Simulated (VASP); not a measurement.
# PbSe (P6_3/mmc) in VASP: further runs

PbSe is run at these levels: PBE, r2SCAN; tasks: single point.

Program: VASP 6.6.1. These are calculated values, not measurements. Logs are shortened: lines on timing, memory, paths and dates and some standing lists are left out, and cuts for length are marked.

## (1) The cell of the first run

Symmetry: P6_3/mmc, No. 194, hexagonal system. The conventional cell has a = 4.393 Å, b = 4.393 Å, c = 7.725 Å, α = 90.00°, β = 90.00°, γ = 120.00°. Within 4.2 Å of Pb (site symmetry -3m) lie 6 Se at 3.19 Å and 2 Pb at 3.86 Å. Within 4.2 Å of Se (site symmetry -6m2) lie 6 Pb at 3.19 Å.

## (2) Single point, PBE (volume changed by +6%)

Input file INCAR:

```
PREC     = Accurate       # precision mode
ENCUT    = 520            # plane-wave cutoff, eV
EDIFF    = 1E-7           # SCF threshold, eV
ISMEAR   = -1             # smearing method
SIGMA    = 0.02           # smearing width, eV
LREAL    = F              # projectors in reciprocal space
LASPH    = T              # aspherical terms in the spheres
NELM     = 100            # most SCF steps
ALGO     = Normal         # electronic algorithm
ISIF     = 2              # what is computed and relaxed
LWAVE    = F              # write WAVECAR
LCHARG   = F              # write CHGCAR
GGA      = PE             # functional
NBANDS   = 28             # bands
```

Input file KPOINTS:

```
regular mesh
0
Gamma
  6 6 4
```

Input file POSCAR:

```
PbSe
1.0
    4.3929328101      0.0000000000      0.0000000000
   -2.1964664050      3.8043914106      0.0000000000
    0.0000000000      0.0000000000      7.7250388352
Pb Se
2 2
Direct
    0.0000000000      0.0000000000      0.0000000000
    0.0000000000      0.0000000000      0.5000000000
    0.3333333333      0.6666666667      0.2500000000
    0.6666666667      0.3333333333      0.7500000000
```

Potentials or basis: VASP PAW PBE potentials, release 64 (Pb_d, Se).

Command:

```console
> cat potpaw_PBE.64/Pb_d/POTCAR potpaw_PBE.64/Se/POTCAR > POTCAR
> mpirun -np 1 vasp_std > vasp.out
```

OUTCAR:

```text
PREC = Accurate
   ENCUT = 520
   EDIFF = 1E-7
   ISMEAR = -1
   LREAL = F
   LASPH = T
   NELM = 100
   ISIF = 2
   GGA = PE

 ion  position               nearest neighbor table
   1  0.000  0.000  0.000-   3 3.19   4 3.19   3 3.19   4 3.19   4 3.19   3 3.19   2 3.86   2 3.86

   2  0.000  0.000  0.500-   3 3.19   4 3.19   3 3.19   4 3.19   4 3.19   3 3.19   1 3.86   1 3.86

   3  0.333  0.667  0.250-   1 3.19   2 3.19   1 3.19   2 3.19   1 3.19   2 3.19
   4  0.667  0.333  0.750-   1 3.19   2 3.19   1 3.19   2 3.19   1 3.19   2 3.19

  LATTYP: Found a hexagonal cell.
 ALAT       =     4.3929328101
 C/A-ratio  =     1.7585151354

  Lattice vectors:

 A1 = (   4.3929328101,   0.0000000000,   0.0000000000)
 A2 = (  -2.1964664050,   3.8043914106,   0.0000000000)
 A3 = (   0.0000000000,   0.0000000000,   7.7250388352)

Analysis of symmetry for initial positions (statically):
=====================================================================
 Subroutine PRICEL returns:
 Original cell was already a primitive cell.

 Routine SETGRP: Setting up the symmetry group for a
 hexagonal supercell.

 Subroutine GETGRP returns: Found 24 space group operations
 (whereof 12 operations were pure point group operations)
 out of a pool of 24 trial point group operations.

The static configuration has the point symmetry D_3d.
 The point group associated with its full space group is D_6h.

Analysis of symmetry for dynamics (positions and initial velocities):
=====================================================================
 Subroutine PRICEL returns:
 Original cell was already a primitive cell.

 Routine SETGRP: Setting up the symmetry group for a
 hexagonal supercell.

 Subroutine GETGRP returns: Found 24 space group operations
 (whereof 12 operations were pure point group operations)
 out of a pool of 24 trial point group operations.

The dynamic configuration has the point symmetry D_3d.
 The point group associated with its full space group is D_6h.

 Subroutine INISYM returns: Found 24 space group operations
 (whereof 12 operations are pure point group operations),
 and found     1 'primitive' translations

----------------------------------------------------------------------------------------

                                     Primitive cell

  volume of cell :     129.1042

  direct lattice vectors                    reciprocal lattice vectors
     4.392932810  0.000000000  0.000000000     0.227638355  0.131427066  0.000000000
[... 86 lines left out ...]
   EDIFF  = 0.1E-06   stopping-criterion for ELM
   LREAL  =      F    real-space projection
   EDIFFG = 0.1E-05   stopping-criterion for IOM
   NSW    =      0    number of steps for IOM
   IBRION =     -1    ionic relax: 0-MD 1-quasi-New 2-CG
   NFREE  =      0    steps in history (QN), initial steepest desc. (CG)
   ISIF   =      2    stress and relaxation
   ISYM   =      2    0-nonsym 1-usesym 2-fastsym
   POTIM  = 0.5000    time-step for ionic-motion
   TEBEG  =    0.0;   TEEND  =   0.0 temperature during run
   PSTRESS=    0.0 pullay stress
   NELECT =      40.0000    total number of electrons
   NUPDOWN=      -1.0000    fix difference up-down
   EMIN   =  10.00;   EMAX   =-10.00  energy-range for DOS
   EFERMI =   0.00;   METHOD = LEGACY
   ISMEAR =    -1;   SIGMA  =   0.02  broadening in eV -4-tet -1-fermi 0-gaus
   EFERMI_NEDOS =   21; number of points for ismear=-14 and -15
   IALGO  =     38    algorithm
   IMIX   =      4    mixing-type and parameters
     AMIX     =   0.40;   BMIX     =  1.00
     AMIX_MAG =   1.60;   BMIX_MAG =  1.00
  volume/ion in A,a.u.               =      32.28       217.81
  Fermi-wavevector in a.u.,A,eV,Ry     =   1.107766  2.093374 16.696327  1.227145
  Thomas-Fermi vector in A             =   2.244284
   LORBIT       =      0    0 simple, 1 ext, 2 COOP (PROOUT), +10 PAW based schemes
   GGA     = PE    functional components
   LHFCALC =     F    Hartree Fock is set to
   AEXX    =    0.0000 exact exchange contribution
   IVDW    =     0    specifies the selected vdW correction
   LEPSILON=     F    determine dielectric tensor
   LRPA    =     F    only Hartree local field effects (RPA)
 non-spin polarized calculation
  energy-cutoff  :      520.00
  volume of cell :      129.10
 maximum number of plane-waves:      3496
 NGX is ok and might be reduce to    36
   NGX = 17   NGY = 17   NGZ = 29

 number of electron      39.9999996 magnetization

 Free energy of the ion-electron system (eV)
  ---------------------------------------------------
  ext. energy  EPLUGINS =         0.00000000
  ---------------------------------------------------
  free energy    TOTEN  =       -16.14869781 eV

  energy without entropy =      -16.14829009  energy(sigma->0) =      -16.14849395

 E-fermi :   4.0465     XC(G=0):  -8.9771

 val. band max:        4.0180687313   @ k =   0.0000   0.0000   0.0000
 cond. band min:       4.0648985263   @ k =   0.0000   0.0000   0.0000
 fundamental gap:      0.0468297950
 Fermi energy:         4.0464996552

 k-point     1 :       0.0000    0.0000    0.0000
  band No.  band energies     occupation
      1     -13.0771      2.00000
      2     -13.0427      2.00000
      3     -13.0427      2.00000
      4     -13.0347      2.00000
      5     -13.0347      2.00000
      6     -13.0239      2.00000
[... 640 lines left out ...]
     27      11.1337      0.00000
     28      11.1337      0.00000

------------------------ aborting loop because EDIFF is reached ----------------------------------------

  FORCE on cell =-STRESS in cart. coord.  units (eV):
  Direction    XX          YY          ZZ          XY          YZ          ZX
  --------------------------------------------------------------------------------------
  -------------------------------------------------------------------------------------
  Total       -1.7575076     -1.7575076     -2.1210274     -0.0000000      0.0000000      0.0000000
  in kB      -21.8105877    -21.8105877    -26.3218517     -0.0000000      0.0000000      0.0000000
  external PRESSURE =     -23.3143424 kB  Pullay stress =       0.0000000 kB

 VOLUME and BASIS-vectors are now :
 -----------------------------------------------------------------------------
  energy-cutoff  :      520.00
  volume of cell :      129.10
      direct lattice vectors                 reciprocal lattice vectors
     4.392932810  0.000000000  0.000000000     0.227638355  0.131427066  0.000000000
    -2.196466405  3.804391411  0.000000000     0.000000000  0.262854131  0.000000000
     0.000000000  0.000000000  7.725038835     0.000000000  0.000000000  0.129449187

 POSITION                                       TOTAL-FORCE (eV/Angst)
 -----------------------------------------------------------------------------------
      0.00000      0.00000      0.00000         0.000000      0.000000     -0.000000
      0.00000      0.00000      3.86252         0.000000      0.000000     -0.000000
     -0.00000      2.53626      1.93126        -0.000000      0.000000     -0.000000
      2.19647      1.26813      5.79378        -0.000000      0.000000      0.000000
 -----------------------------------------------------------------------------------
    total drift:                               -0.000000      0.000000     -0.000000

  FREE ENERGIE OF THE ION-ELECTRON SYSTEM (eV)
  ---------------------------------------------------
  free  energy   TOTEN  =       -16.1486978084 eV

  energy  without entropy=      -16.1482900852  energy(sigma->0) =      -16.14849395
```

It took 35 s on 1 thread of Intel Xeon 6975P-C (Granite Rapids), shared host; peak memory 0.28 GiB.

What came out:

* Free energy: -16.1487 eV
* Pressure: -2.3 GPa
* Band gap on the k mesh: 0.05 eV, direct

Caveat: spin-orbit coupling is left out, which moves the levels of the heavy elements. A k mesh can miss the band edges.

## (3) Single point, r2SCAN (volume changed by -6%)

Input file POSCAR:

```
PbSe
1.0
    4.1863057849      0.0000000000      0.0000000000
   -2.0931528925      3.6254471577      0.0000000000
    0.0000000000      0.0000000000      7.4008005965
Pb Se
2 2
Direct
    0.0000000000      0.0000000000      0.0000000000
    0.0000000000      0.0000000000      0.5000000000
    0.3333333333      0.6666666667      0.2500000000
    0.6666666667      0.3333333333      0.7500000000
```

Input file INCAR.step1:

```
PREC = Accurate
ENCUT = 520
ISMEAR = -1
SIGMA = 0.02
LREAL = False
LASPH = True
NELM = 80
NBANDS = 28
GGA = PE
ALGO = Normal
EDIFF = 1E-4
LWAVE = True
LCHARG = False
```

Input file INCAR.step2:

```
PREC = Accurate
ENCUT = 520
EDIFF = 1E-7
ISMEAR = -1
SIGMA = 0.02
LREAL = False
LASPH = True
NELM = 80
ALGO = Normal
ISIF = 2
LWAVE = False
LCHARG = True
METAGGA = R2SCAN
LMIXTAU = True
LELF = True
LVHAR = True
NBANDS = 28
ISTART = 1
```

KPOINTS is that of step 2.

Potentials or basis: VASP PAW PBE potentials, release 64 (Pb_d, Se).

Command:

```console
> cat potpaw_PBE.64/Pb_d/POTCAR potpaw_PBE.64/Se/POTCAR > POTCAR
> cp INCAR.step1 INCAR
> mpirun -np 1 vasp_std > vasp.out
> cp INCAR.step2 INCAR
> mpirun -np 1 vasp_std > vasp.out
```

OUTCAR:

```text
PREC = Accurate
   ENCUT = 520
   EDIFF = 1E-7
   ISMEAR = -1
   LREAL = False
   LASPH = True
   NELM = 80
   ISIF = 2
   METAGGA = R2SCAN
   ISTART = 1

 ion  position               nearest neighbor table
   1  0.000  0.000  0.000-   3 3.04   4 3.04   3 3.04   4 3.04   4 3.04   3 3.04   2 3.70   2 3.70

   2  0.000  0.000  0.500-   3 3.04   4 3.04   3 3.04   4 3.04   4 3.04   3 3.04   1 3.70   1 3.70

   3  0.333  0.667  0.250-   1 3.04   2 3.04   1 3.04   2 3.04   1 3.04   2 3.04
   4  0.667  0.333  0.750-   1 3.04   2 3.04   1 3.04   2 3.04   1 3.04   2 3.04

  LATTYP: Found a hexagonal cell.
 ALAT       =     4.1863057849
 C/A-ratio  =     1.7678595346

  Lattice vectors:

 A1 = (   4.1863057849,   0.0000000000,   0.0000000000)
 A2 = (  -2.0931528925,   3.6254471577,   0.0000000000)
 A3 = (   0.0000000000,   0.0000000000,   7.4008005965)

Analysis of symmetry for initial positions (statically):
=====================================================================
 Subroutine PRICEL returns:
 Original cell was already a primitive cell.

 Routine SETGRP: Setting up the symmetry group for a
 hexagonal supercell.

 Subroutine GETGRP returns: Found 24 space group operations
 (whereof 12 operations were pure point group operations)
 out of a pool of 24 trial point group operations.

The static configuration has the point symmetry D_3d.
 The point group associated with its full space group is D_6h.

Analysis of symmetry for dynamics (positions and initial velocities):
=====================================================================
 Subroutine PRICEL returns:
 Original cell was already a primitive cell.

 Routine SETGRP: Setting up the symmetry group for a
 hexagonal supercell.

 Subroutine GETGRP returns: Found 24 space group operations
 (whereof 12 operations were pure point group operations)
[... 119 lines left out ...]
   EFERMI_NEDOS =   21; number of points for ismear=-14 and -15
   IALGO  =     38    algorithm
   IMIX   =      4    mixing-type and parameters
     AMIX     =   0.40;   BMIX     =  1.00
     AMIX_MAG =   1.60;   BMIX_MAG =  1.00
  volume/ion in A,a.u.               =      28.08       189.50
  Fermi-wavevector in a.u.,A,eV,Ry     =   1.160391  2.192821 18.320349  1.346508
  Thomas-Fermi vector in A             =   2.296974
   LORBIT       =      0    0 simple, 1 ext, 2 COOP (PROOUT), +10 PAW based schemes
   METAGGA = R2SCAN    functional components
   LHFCALC =     F    Hartree Fock is set to
   AEXX    =    0.0000 exact exchange contribution
   IVDW    =     0    specifies the selected vdW correction
   LEPSILON=     F    determine dielectric tensor
   LRPA    =     F    only Hartree local field effects (RPA)
 non-spin polarized calculation
  energy-cutoff  :      520.00
  volume of cell :      112.32
 maximum number of plane-waves:      3048
 NGX is ok and might be reduce to    32
   NGX = 15   NGY = 15   NGZ = 27

 number of electron      40.0000004 magnetization

 Free energy of the ion-electron system (eV)
  ---------------------------------------------------
  ext. energy  EPLUGINS =         0.00000000
  ---------------------------------------------------
  free energy    TOTEN  =      -143.58180256 eV

  energy without entropy =     -143.58118417  energy(sigma->0) =     -143.58149336

 E-fermi :   5.6693     XC(G=0): -10.1568

 val. band max:        5.5602216707   @ k =   0.3333   0.3333   0.0000
 cond. band min:       5.6756912668   @ k =   0.0000   0.0000   0.0000
 fundamental gap:      0.1154695961
 Fermi energy:         5.6692608417

 k-point     1 :       0.0000    0.0000    0.0000
  band No.  band energies     occupation
      1     -12.4676      2.00000
      2     -12.4123      2.00000
      3     -12.4123      2.00000
      4     -12.3853      2.00000
      5     -12.3853      2.00000
      6     -12.3766      2.00000
[... 640 lines left out ...]
     27      12.9832      0.00000
     28      12.9832      0.00000

------------------------ aborting loop because EDIFF is reached ----------------------------------------

  FORCE on cell =-STRESS in cart. coord.  units (eV):
  Direction    XX          YY          ZZ          XY          YZ          ZX
  --------------------------------------------------------------------------------------
  -------------------------------------------------------------------------------------
  Total        2.2923373      2.2923373      2.8496794     -0.0000000      0.0000000      0.0000000
  in kB       32.6977510     32.6977510     40.6476412     -0.0000000      0.0000000      0.0000000
  external PRESSURE =      35.3477144 kB  Pullay stress =       0.0000000 kB

 VOLUME and BASIS-vectors are now :
 -----------------------------------------------------------------------------
  energy-cutoff  :      520.00
  volume of cell :      112.32
      direct lattice vectors                 reciprocal lattice vectors
     4.186305785  0.000000000  0.000000000     0.238874094  0.137914022  0.000000000
    -2.093152893  3.625447158  0.000000000     0.000000000  0.275828045  0.000000000
     0.000000000  0.000000000  7.400800596     0.000000000  0.000000000  0.135120517

 POSITION                                       TOTAL-FORCE (eV/Angst)
 -----------------------------------------------------------------------------------
      0.00000      0.00000      0.00000        -0.000000      0.000000     -0.000000
      0.00000      0.00000      3.70040        -0.000000      0.000000     -0.000000
     -0.00000      2.41696      1.85020        -0.000000      0.000000      0.000000
      2.09315      1.20848      5.55060         0.000000     -0.000000      0.000000
 -----------------------------------------------------------------------------------
    total drift:                                0.000000     -0.000000      0.000000

  FREE ENERGIE OF THE ION-ELECTRON SYSTEM (eV)
  ---------------------------------------------------
  free  energy   TOTEN  =      -143.5818025575 eV

  energy  without entropy=     -143.5811841720  energy(sigma->0) =     -143.58149336
```

OUTCAR.step1:

```text
PREC = Accurate
   ENCUT = 520
   ISMEAR = -1
   LREAL = False
   LASPH = True
   NELM = 80
[... 877 lines left out ...]
      0.00000      0.00000      3.70040         0.000000      0.000000      0.000000
     -0.00000      2.41696      1.85020        -0.000000      0.000000      0.000000
      2.09315      1.20848      5.55060         0.000000      0.000000     -0.000000
 -----------------------------------------------------------------------------------
    total drift:                                0.000000     -0.000000      0.000000

  FREE ENERGIE OF THE ION-ELECTRON SYSTEM (eV)
  ---------------------------------------------------
  free  energy   TOTEN  =       -16.0846354740 eV

  energy  without entropy=      -16.0840779685  energy(sigma->0) =      -16.08435672
```

Wall time 92 s (1 thread of Intel Xeon 6975P-C (Granite Rapids), shared host); peak memory 0.27 GiB.

Results:

* Free energy: -143.5818 eV
* Pressure: 3.5 GPa

Caveat: the PAW data sets were made with another functional, which shifts forces and pressure a little; spin-orbit coupling is left out, which moves the levels of the heavy elements.

## (4) Single point, r2SCAN (volume changed by -3%)

Input file POSCAR:

```
PbSe
1.0
    4.2303754001      0.0000000000      0.0000000000
   -2.1151877001      3.6636125641      0.0000000000
    0.0000000000      0.0000000000      7.4787094859
Pb Se
2 2
Direct
    0.0000000000      0.0000000000      0.0000000000
    0.0000000000      0.0000000000      0.5000000000
    0.3333333333      0.6666666667      0.2500000000
    0.6666666667      0.3333333333      0.7500000000
```

Input file INCAR.step1:

```
SYSTEM = PbSe
  ALGO = Normal
  EDIFF = 1E-4
  ENCUT = 520
  GGA = PE
  ISMEAR = -1
  LASPH = .TRUE.
  LCHARG = .FALSE.
  LREAL = .FALSE.
  LWAVE = .TRUE.
  NBANDS = 28
  NELM = 80
  PREC = Accurate
  SIGMA = 0.02
```

Input file INCAR.step2:

```
SYSTEM = PbSe
  ALGO = Normal
  EDIFF = 1E-7
  ENCUT = 520
  ISIF = 2
  ISMEAR = -1
  ISTART = 1
  LASPH = .TRUE.
  LCHARG = .FALSE.
  LMIXTAU = .TRUE.
  LREAL = .FALSE.
  LWAVE = .FALSE.
  METAGGA = R2SCAN
  NBANDS = 28
  NELM = 80
  PREC = Accurate
  SIGMA = 0.02
```

Input file KPOINTS:

```
k-points
0
G
  6 6 4
  0 0 0
```

Command:

```console
> cat potpaw_PBE.64/Pb_d/POTCAR potpaw_PBE.64/Se/POTCAR > POTCAR
> cp INCAR.step1 INCAR
> mpirun -np 1 vasp_std > vasp.out
> cp INCAR.step2 INCAR
> mpirun -np 1 vasp_std > vasp.out
```

Wall time 2.2 min (1 thread of Intel Xeon 6975P-C (Granite Rapids), shared host); peak memory 0.27 GiB.

The run converged. Its results:

| Quantity | Value |
| --- | --- |
| Free energy | -143.6396 eV |
| Pressure | 1.6 GPa |
| Band gap on the k mesh | zero (filled and empty bands touch) |

Stress tensor (GPa, compression positive):
```
1.49 0.00 0.00
0.00 1.49 0.00
0.00 0.00 1.84
```

Levels at points of the mesh, in eV from the Fermi level:
```csv
k point,band 16,band 17,band 18,band 19,band 20,band 21,band 22,band 23,band 24,band 25
"(0.00, 0.00, 0.00)",-2.36,-2.36,-1.86,-1.86,0.01,0.01,2.89,2.89,3.02,3.02
"(0.50, 0.00, 0.00)",-4.78,-3.60,-2.03,-1.93,-1.27,0.05,1.45,2.40,3.84,4.75
"(0.00, 0.00, 0.50)",-2.11,-2.11,-2.11,-1.85,-1.85,2.43,2.43,2.83,2.83,2.83
"(0.50, 0.00, 0.50)",-3.79,-3.16,-3.16,-2.98,-2.98,2.39,2.39,2.84,2.84,3.29
```

Caveat: the PAW data sets were made with another functional, which shifts forces and pressure a little; spin-orbit coupling is left out, which moves the levels of the heavy elements.

(Part 1 of 2 ends here.)
